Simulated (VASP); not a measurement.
## Li4H: single point with r2SCAN

Slab: Li4H, a slab with vacuum.

```
CELL_PARAMETERS angstrom
3.09261 0.00000 0.00000
-1.54631 2.67828 0.00000
0.00000 0.00000 26.59622
ATOMIC_POSITIONS crystal
Li 0.66667 0.33333 0.31959
Li 0.33333 0.66667 0.41480
Li 0.66667 0.33333 0.51187
Li 0.33333 0.66667 0.60163
H 0.00000 0.00000 0.56708
```

```
Program             : VASP 6.6.1
Task                : single point
Functional          : r2SCAN
Potentials or basis : VASP PAW PBE potentials, release 64 (Li_sv, H)
Cutoff              : 520 eV
k mesh              : 9 × 9 × 1
Occupations         : gaussian, width 0.1 eV
Spin                : no spin polarisation
```

The largest force is 0.104 eV/Å.

Forces on the atoms (eV/Å):
```
Li   0.000  0.000  0.104
Li   0.000  0.000 -0.045
Li   0.000  0.000 -0.016
Li   0.000  0.000 -0.015
H    0.000  0.000 -0.028
```

Levels at points of the mesh, in eV from the Fermi level:
| k point | band 3 | band 4 | band 5 | band 6 | band 7 | band 8 | band 9 | band 10 |
| --- | --- | --- | --- | --- | --- | --- | --- | --- |
| (0.00, 0.00, 0.00) | -48.76 | -48.35 | -7.23 | -3.59 | -2.39 | -0.95 | -0.30 | 2.89 |

Run time: 4.1 min on 1 thread of Intel(R) Xeon(R) 6975P-C (Granite Rapids), on a shared host, peak memory 0.38 GiB.

Caveat: the PAW data sets were made with another functional, which shifts forces and pressure a little.
